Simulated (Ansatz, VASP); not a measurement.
## AlN in VASP and in Ansatz

The input INCAR:

```
PREC = Accurate
ENCUT = 520
EDIFF = 1E-6
ISMEAR = 0
SIGMA = 0.01
LREAL = False
LASPH = True
NELM = 100
ALGO = Normal
ISIF = 2
LWAVE = False
LCHARG = False
GGA = CA
NBANDS = 16
```

File KPOINTS:

```
Automatic mesh
0
Gamma
  9 9 6
```

POSCAR

```
AlN
1.0
    3.0886190489      0.0000000000      0.0000000000
   -1.5443095244      2.6748225589      0.0000000000
    0.0000000000      0.0000000000      4.9431567737
Al N
2 2
Direct
    0.3333333333      0.6666666667     -0.0088419985
    0.6666666667      0.3333333333      0.4911580015
    0.3333333333      0.6666666667      0.3908419985
    0.6666666667      0.3333333333      0.8908419985
```

Input for Ansatz:

```yaml
crystal:
  lattice:
    - [3.0886190489, 0.0, 0.0]
    - [-1.5443095244, 2.6748225589, 0.0]
    - [0.0, 0.0, 4.9431567737]
  atoms:
    - { symbol: Al, position: [0.3333333333, 0.6666666667, -0.0088419985] }
    - { symbol: Al, position: [0.6666666667, 0.3333333333, 0.4911580015] }
    - { symbol: "N", position: [0.3333333333, 0.6666666667, 0.3908419985] }
    - { symbol: "N", position: [0.6666666667, 0.3333333333, 0.8908419985] }
basis:
  ecutwfc: 420
  xc_grid: 2
kpoints:
  mp_grid: { grid: [9, 9, 6] }
hamiltonian:
  xc: lda
  pseudopotentials: { kind: paw, azcp: { folder: soft_1 } }
scf:
  occupations: { method: fixed }
output:
  forces: true
  stress: true
  eigenvalues: true
  polarization: {}
```

Change from the starting cell: polar distortion scaled by 0.85.

Alike in both runs: task single point; functional LDA; k mesh 9 × 9 × 6; no spin polarisation.

```csv
,VASP,Ansatz
version,VASP 6.6.1,Ansatz 0.2.0
potentials or method,"VASP PAW LDA potentials, release 64 (Al, N), cutoff 520 eV","scalar-relativistic, plane waves, PAW"
occupations,"gaussian, width 0.01 eV",fixed
valence electrons in the cell,16,16
```

Ansatz gave:

```
gap on the k mesh at the Fermi level (eV)                     : 4.14
least direct gap on the mesh (eV)                             : 4.14
pressure (GPa)                                                : 0.5
traceless stress, the component that is largest in VASP (GPa) : -7.25
rms of the force components (eV/Å)                            : 0.509
```

**Question.** Estimate VASP's values.

**Answer.** gap on the k mesh at the Fermi level (eV): 4.15; least direct gap on the mesh (eV): 4.15; pressure (GPa): 1.1; traceless stress, the component that is largest in VASP (GPa): -7.52; rms of the force components (eV/Å): 0.518.

Ansatz warns that its potentials were made for another functional, while VASP's fit it. LDA's correlation is that of Perdew and Zunger in VASP and of Perdew and Wang (1992) in Ansatz. Atom by atom the forces differ by 0.009 eV/Å (rms over components).
